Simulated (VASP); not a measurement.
# BaTiO3 (P4mm) in VASP: notebook

Runs on BaTiO3. Level: r2SCAN. Tasks: single point.

All numbers are computed with VASP 6.6.1; they aren't measurements. Logs are shortened: lines on timing, memory, paths and dates and some standing lists are left out, and cuts for length are marked.

### Step 1. The cell of the first run

It takes space group P4mm (No. 99, tetragonal). The conventional cell has a = 4.012 Å, b = 4.012 Å, c = 4.058 Å, α = 90.00°, β = 90.00°, γ = 90.00°. Ba (site symmetry 4mm) has 12 O at 2.80 to 2.91 Å and 8 Ti at 3.45 to 3.53 Å within 3.7 Å. Ti (site symmetry 4mm) has 6 O at 1.83 to 2.23 Å within 2.4 Å. O (site symmetry 2mm) has 2 Ti at 2.01 Å and 4 Ba at 2.80 to 2.91 Å and 8 O at 2.81 to 2.90 Å within 3.0 Å. O (site symmetry 4mm) has 2 Ti at 1.83 to 2.23 Å within 2.4 Å.

### Step 2. Single point, r2SCAN, non-collinear spin, zero start, spin-orbit coupling (epitaxial xy strain +1.0%)

POSCAR reads:

```
BaTiO3
1.0
    4.0117610854      0.0000000000      0.0000000000
    0.0000000000      4.0117610854      0.0000000000
    0.0000000000      0.0000000000      4.0575691340
Ba Ti O
1 1 3
Direct
    0.5000000000      0.5000000000      0.5825416364
    0.0000000000      0.0000000000      0.0993091638
    0.0000000000      0.5000000000      0.0642211463
    0.5000000000      0.0000000000      0.0642211463
    0.0000000000      0.0000000000      0.5497038972
```

INCAR.step1 reads:

```
ALGO = Normal
EDIFF = 1E-4
ENCUT = 520
GGA = PE
GGA_COMPAT = F
ISMEAR = 0
LASPH = T
LCHARG = F
LMAXMIX = 4
LREAL = F
LSORBIT = T
LWAVE = T
MAGMOM = 0 0 0 0 0 0 0 0 0 0 0 0 0 0 0
NBANDS = 55
NELM = 150
PREC = Accurate
SIGMA = 0.01
```

INCAR.step2 reads:

```
ALGO = Normal
EDIFF = 1E-7
ENCUT = 520
GGA_COMPAT = F
ISIF = 2
ISMEAR = 0
ISTART = 1
LASPH = T
LCHARG = T
LMAXMIX = 4
LMIXTAU = T
LORBIT = 11
LORBMOM = T
LREAL = F
LSORBIT = T
LVHAR = T
LWAVE = F
MAGMOM = 0 0 0 0 0 0 0 0 0 0 0 0 0 0 0
METAGGA = R2SCAN
NBANDS = 55
NELM = 150
PREC = Accurate
SIGMA = 0.01
```

KPOINTS reads:

```
k-points
0
Gamma
  6 6 6
```

Potentials or basis: VASP PAW PBE potentials, release 64 (Ba_sv, Ti_sv, O).

On the command line:

```bash
$ cat potpaw_PBE.64/Ba_sv/POTCAR potpaw_PBE.64/Ti_sv/POTCAR potpaw_PBE.64/O/POTCAR > POTCAR
$ cp INCAR.step1 INCAR
$ mpirun -np 1 vasp_ncl > vasp.out
$ cp INCAR.step2 INCAR
$ mpirun -np 1 vasp_ncl > vasp.out
```

OUTCAR:

```text
EDIFF = 1E-7
   ENCUT = 520
   ISIF = 2
   ISMEAR = 0
   ISTART = 1
   LASPH = T
   LORBIT = 11
   LREAL = F
   LSORBIT = T
   METAGGA = R2SCAN
   NELM = 150
   PREC = Accurate

 ion  position               nearest neighbor table
   1  0.500  0.500  0.583-   3 2.80   4 2.80   4 2.80   3 2.80   5 2.84   5 2.84   5 2.84   5 2.84
                             3 2.91   4 2.91   3 2.91   4 2.91   2 3.45   2 3.45   2 3.45   2 3.45
   2  0.000  0.000  0.099-   5 1.83   4 2.01   3 2.01   3 2.01   4 2.01   5 2.23   1 3.45   1 3.45
                             1 3.45   1 3.45   1 3.53   1 3.53   1 3.53   1 3.53
   3  0.000  0.500  0.064-   2 2.01   2 2.01   1 2.80   1 2.80   1 2.91   1 2.91
   4  0.500  0.000  0.064-   2 2.01   2 2.01   1 2.80   1 2.80   1 2.91   1 2.91
   5  0.000  0.000  0.550-   2 1.83   2 2.23   1 2.84   1 2.84   1 2.84   1 2.84

  LATTYP: Found a simple tetragonal cell.
 ALAT       =     4.0117610854
 C/A-ratio  =     1.0114184388

  Lattice vectors:

 A1 = (   4.0117610854,   0.0000000000,   0.0000000000)
 A2 = (   0.0000000000,   4.0117610854,   0.0000000000)
 A3 = (   0.0000000000,   0.0000000000,   4.0575691340)

Analysis of symmetry for initial positions (statically):
=====================================================================
 Subroutine PRICEL returns:
 Original cell was already a primitive cell.

 Routine SETGRP: Setting up the symmetry group for a
 simple tetragonal supercell.

 Subroutine GETGRP returns: Found  8 space group operations
 (whereof  8 operations were pure point group operations)
 out of a pool of 16 trial point group operations.

The static configuration has the point symmetry C_4v.

Analysis of symmetry for dynamics (positions and initial velocities):
=====================================================================
 Subroutine PRICEL returns:
 Original cell was already a primitive cell.

 Routine SETGRP: Setting up the symmetry group for a
 simple tetragonal supercell.

 Subroutine GETGRP returns: Found  8 space group operations
 (whereof  8 operations were pure point group operations)
 out of a pool of 16 trial point group operations.

The dynamic configuration has the point symmetry C_4v.

Analysis of structural, dynamic, and magnetic symmetry:
=====================================================================
 Subroutine PRICEL returns:
 Original cell was already a primitive cell.

 Routine SETGRP: Setting up the symmetry group for a
 simple tetragonal supercell.

 Subroutine GETGRP returns: Found  8 space group operations
 (whereof  8 operations were pure point group operations)
 out of a pool of 16 trial point group operations.

The overall configuration has the point symmetry C_4v.

 Subroutine INISYM returns: Found  8 space group operations
 (whereof  8 operations are pure point group operations),
 and found     1 'primitive' translations

----------------------------------------------------------------------------------------

                                     Primitive cell

  volume of cell :      65.3034

  direct lattice vectors                    reciprocal lattice vectors
     4.011761085  0.000000000  0.000000000     0.249267087  0.000000000  0.000000000
     0.000000000  4.011761085  0.000000000     0.000000000  0.249267087  0.000000000
     0.000000000  0.000000000  4.057569134     0.000000000  0.000000000  0.246452979

  length of vectors
     4.011761085  4.011761085  4.057569134     0.249267087  0.249267087  0.246452979

  position of ions in fractional coordinates (direct lattice)
     0.500000000  0.500000000  0.582541636
     0.000000000  0.000000000  0.099309164
     0.000000000  0.500000000  0.064221146
     0.500000000  0.000000000  0.064221146
     0.000000000  0.000000000  0.549703897

  ion indices of the primitive-cell ions
   primitive index   ion index
[... 124 lines left out ...]

  energy without entropy =      -74.44315786  energy(sigma->0) =      -74.44315786

 E-fermi :   3.5803     XC(G=0): -11.8021

 val. band max:        3.4928423702   @ k =   0.5000   0.5000   0.5000
 cond. band min:       5.6685858139   @ k =   0.0000   0.0000   0.0000
 fundamental gap:      2.1757434437
 Fermi energy:         3.5803119911

 k-point     1 :       0.0000    0.0000    0.0000
  band No.  band energies     occupation
      1     -55.3435      1.00000
      2     -55.3435      1.00000
      3     -30.9628      1.00000
      4     -30.9628      1.00000
      5     -30.3378      1.00000
      6     -30.3378      1.00000
[... 1309 lines left out ...]
     51      11.5265      0.00000
     52      11.5437      0.00000

 [... further k-points ...]

 [bands above 52 left out]

------------------------ aborting loop because EDIFF is reached ----------------------------------------

  FORCE on cell =-STRESS in cart. coord.  units (eV):
  Direction    XX          YY          ZZ          XY          YZ          ZX
  --------------------------------------------------------------------------------------
  -------------------------------------------------------------------------------------
  Total       -0.3944531     -0.3944531      0.8584330      0.0000000     -0.0000000      0.0000000
  in kB       -9.6776494     -9.6776494     21.0610945      0.0000000     -0.0000000      0.0000000
  external PRESSURE =       0.5685986 kB  Pullay stress =       0.0000000 kB

 VOLUME and BASIS-vectors are now :
 -----------------------------------------------------------------------------
  energy-cutoff  :      520.00
  volume of cell :       65.30
      direct lattice vectors                 reciprocal lattice vectors
     4.011761085  0.000000000  0.000000000     0.249267087  0.000000000  0.000000000
     0.000000000  4.011761085  0.000000000     0.000000000  0.249267087  0.000000000
     0.000000000  0.000000000  4.057569134     0.000000000  0.000000000  0.246452979

 POSITION                                       TOTAL-FORCE (eV/Angst)
 -----------------------------------------------------------------------------------
      2.00588      2.00588      2.36370        -0.000000      0.000000     -0.023343
      0.00000      0.00000      0.40295         0.000000     -0.000000     -0.161599
      0.00000      2.00588      0.26058        -0.000000     -0.000000      0.015089
      2.00588      0.00000      0.26058        -0.000000     -0.000000      0.015089
      0.00000      0.00000      2.23046        -0.000000     -0.000000      0.154765
 -----------------------------------------------------------------------------------
    total drift:                                0.000000     -0.000000     -0.010662

  FREE ENERGIE OF THE ION-ELECTRON SYSTEM (eV)
  ---------------------------------------------------
  free  energy   TOTEN  =       -74.4431578630 eV

  energy  without entropy=      -74.4431578630  energy(sigma->0) =      -74.44315786

 orbital moment (x)

 # of ion     p       d       tot
 ----------------------------------------
  1         0.000  -0.000  -0.000
  2         0.000  -0.000  -0.000
  3        -0.000   0.000  -0.000
  4        -0.000   0.000  -0.000
  5         0.000   0.000   0.000
 ----------------------------------------
            0.000  -0.000  -0.000

 orbital moment (y)

 # of ion     p       d       tot
 ----------------------------------------
  1        -0.000  -0.000  -0.000
  2         0.000  -0.000  -0.000
  3         0.000   0.000   0.000
  4         0.000   0.000   0.000
  5         0.000   0.000   0.000
 ----------------------------------------
            0.000  -0.000  -0.000

 orbital moment (z)

 # of ion     p       d       tot
 ----------------------------------------
  1        -0.000   0.000   0.000
  2         0.000  -0.000  -0.000
  3         0.000   0.000   0.000
  4         0.000   0.000   0.000
  5         0.000   0.000   0.000
 ----------------------------------------
            0.000  -0.000  -0.000

 Spin-Orbit-Coupling matrix elements

 Ion:    1  E_soc:     -0.3618072
 l=   1
     0.0000000    -0.0601630    -0.0601752
    -0.0601630     0.0000000    -0.0601630
    -0.0601752    -0.0601630     0.0000000
 l=   2
     0.0000000    -0.0000301     0.0000000    -0.0000301    -0.0001020
    -0.0000301     0.0000000    -0.0000779    -0.0000308    -0.0000268
     0.0000000    -0.0000779     0.0000000    -0.0000779     0.0000000
    -0.0000301    -0.0000308    -0.0000779     0.0000000    -0.0000268
    -0.0001020    -0.0000268     0.0000000    -0.0000268     0.0000000
 l=   3
     0.0000000     0.0000000     0.0000000     0.0000000     0.0000000     0.0000000     0.0000000
     0.0000000     0.0000000     0.0000000     0.0000000     0.0000000     0.0000000     0.0000000
     0.0000000     0.0000000     0.0000000     0.0000000     0.0000000     0.0000000     0.0000000
     0.0000000     0.0000000     0.0000000     0.0000000     0.0000000     0.0000000     0.0000000
[... 69 lines left out ...]
 l=   2
     0.0000000     0.0000000     0.0000000     0.0000000     0.0000000
     0.0000000     0.0000000     0.0000000     0.0000000     0.0000000
     0.0000000     0.0000000     0.0000000     0.0000000     0.0000000
     0.0000000     0.0000000     0.0000000     0.0000000     0.0000000
     0.0000000     0.0000000     0.0000000     0.0000000     0.0000000
 l=   3
     0.0000000     0.0000000     0.0000000     0.0000000     0.0000000     0.0000000     0.0000000
     0.0000000     0.0000000     0.0000000     0.0000000     0.0000000     0.0000000     0.0000000
     0.0000000     0.0000000     0.0000000     0.0000000     0.0000000     0.0000000     0.0000000
     0.0000000     0.0000000     0.0000000     0.0000000     0.0000000     0.0000000     0.0000000
     0.0000000     0.0000000     0.0000000     0.0000000     0.0000000     0.0000000     0.0000000
     0.0000000     0.0000000     0.0000000     0.0000000     0.0000000     0.0000000     0.0000000
     0.0000000     0.0000000     0.0000000     0.0000000     0.0000000     0.0000000     0.0000000

 total charge

# of ion       s       p       d       tot
------------------------------------------
    1        2.017   5.665   0.295   7.977
    2        2.212   6.266   1.681  10.159
    3        1.566   3.494   0.000   5.060
    4        1.566   3.494   0.000   5.060
    5        1.573   3.497   0.000   5.070
--------------------------------------------------
tot          8.934  22.416   1.976  33.326

 magnetization (x)

# of ion       s       p       d       tot
------------------------------------------
    1        0.000   0.000   0.000   0.000
    2        0.000   0.000   0.000   0.000
    3        0.000  -0.000   0.000  -0.000
    4       -0.000   0.000   0.000  -0.000
    5        0.000  -0.000   0.000  -0.000
--------------------------------------------------
tot         -0.000  -0.000   0.000  -0.000

 magnetization (y)

# of ion       s       p       d       tot
------------------------------------------
    1       -0.000   0.000   0.000   0.000
    2        0.000   0.000   0.000   0.000
    3        0.000   0.000   0.000   0.000
    4        0.000   0.000   0.000   0.000
    5        0.000   0.000   0.000   0.000
--------------------------------------------------
tot          0.000   0.000   0.000   0.000

 magnetization (z)

# of ion       s       p       d       tot
------------------------------------------
    1        0.000   0.000   0.000   0.000
    2        0.000   0.000   0.000   0.000
    3        0.000   0.000   0.000   0.000
    4       -0.000  -0.000   0.000  -0.000
    5        0.000   0.000   0.000   0.000
--------------------------------------------------
tot          0.000  -0.000   0.000   0.000
```

Run time: 20 min. Hardware: 1 thread of Intel Xeon 6975P-C (Granite Rapids), shared host; peak memory 0.54 GiB.

Results:

```
Free energy                                           : -74.4432 eV
Pressure                                              : 0.1 GPa
Largest force                                         : 0.162 eV/Å
Net moment                                            : 0.00 μB per cell
Valence electrons inside the program's atomic spheres : Ba 7.98; Ti 10.16; O 5.06, 5.07 (each value once)
```

Forces on the atoms (eV/Å):
```
Ba   0.000  0.000 -0.023
Ti   0.000  0.000 -0.162
O    0.000  0.000  0.015
O    0.000  0.000  0.015
O    0.000  0.000  0.155
```

Stress tensor (GPa, compression positive):
```
-0.97  0.00  0.00
 0.00 -0.97  0.00
 0.00  0.00  2.11
```

Moments on the atoms (μB; x, y, z):
```
Ba  0.00 0.00 0.00
Ti  0.00 0.00 0.00
O   0.00 0.00 0.00
O   0.00 0.00 0.00
O   0.00 0.00 0.00
```

Caveat: the cell differs from its parent crystal (epitaxial xy strain +1.0%); the PAW data sets were made with another functional, which shifts forces and pressure a little.

### Step 3. Single point, r2SCAN, non-collinear spin, zero start, spin-orbit coupling (epitaxial xy strain -1.0%)

POSCAR reads:

```
BaTiO3
1.0
    3.9323202718      0.0000000000      0.0000000000
    0.0000000000      3.9323202718      0.0000000000
    0.0000000000      0.0000000000      4.1792494854
Ba Ti O
1 1 3
Direct
    0.5000000000      0.5000000000      0.5884081269
    0.0000000000      0.0000000000      0.1073869397
    0.0000000000      0.5000000000      0.0613175715
    0.5000000000      0.0000000000      0.0613175715
    0.0000000000      0.0000000000      0.5415667804
```

INCAR.step1 reads:

```
PREC = Accurate
ENCUT = 520
ISMEAR = 0
SIGMA = 0.01
LREAL = F
LASPH = T
NELM = 150
MAGMOM = 0 0 0 0 0 0 0 0 0 0 0 0 0 0 0
LSORBIT = T
GGA_COMPAT = F
LMAXMIX = 4
NBANDS = 55
GGA = PE
ALGO = Normal
EDIFF = 1E-4
LWAVE = T
LCHARG = F
```

INCAR.step2 reads:

```
PREC = Accurate
ENCUT = 520
EDIFF = 1E-6
ISMEAR = 0
SIGMA = 0.01
LREAL = F
LASPH = T
NELM = 150
ALGO = Normal
ISIF = 2
LWAVE = F
LCHARG = T
MAGMOM = 0 0 0 0 0 0 0 0 0 0 0 0 0 0 0
LORBIT = 11
LSORBIT = T
GGA_COMPAT = F
LORBMOM = T
LMAXMIX = 4
METAGGA = R2SCAN
LMIXTAU = T
LVHAR = T
NBANDS = 55
ISTART = 1
```

KPOINTS reads:

```
regular mesh
0
Gamma
  6 6 6
```

Potentials or basis: VASP PAW PBE potentials, release 64 (Ba_sv, Ti_sv, O).

On the command line:

```bash
$ cat potpaw_PBE.64/Ba_sv/POTCAR potpaw_PBE.64/Ti_sv/POTCAR potpaw_PBE.64/O/POTCAR > POTCAR
$ cp INCAR.step1 INCAR
$ mpirun -np 1 vasp_ncl > vasp.out
$ cp INCAR.step2 INCAR
$ mpirun -np 1 vasp_ncl > vasp.out
```

Run time: 51 min. Hardware: 1 thread of Oxide Virtual Turin-like, shared host; peak memory 0.52 GiB.

Results (log left out):

| Property | Result |
| --- | --- |
| Free energy | -74.4240 eV |
| Pressure | 3.9 GPa |
| Largest force | 0.174 eV/Å |
| Net moment | 0.00 μB per cell |
| Valence electrons inside the program's atomic spheres | Ba 7.99; Ti 10.24; O 5.08, 5.07 (each value once) |

Forces on the atoms (eV/Å):
```
Ba   0.000  0.000 -0.033
Ti   0.000  0.000 -0.174
O    0.000  0.000  0.022
O    0.000  0.000  0.022
O    0.000  0.000  0.164
```

Stress tensor (GPa, compression positive):
```
4.80 0.00 0.00
0.00 4.80 0.00
0.00 0.00 1.98
```

Moments on the atoms (μB; x, y, z):
```
Ba  0.00 0.00 0.00
Ti  0.00 0.00 0.00
O   0.00 0.00 0.00
O   0.00 0.00 0.00
O   0.00 0.00 0.00
```

Caveat: the cell differs from its parent crystal (epitaxial xy strain -1.0%); the cell stands under pressure; the PAW data sets were made with another functional, which shifts forces and pressure a little.
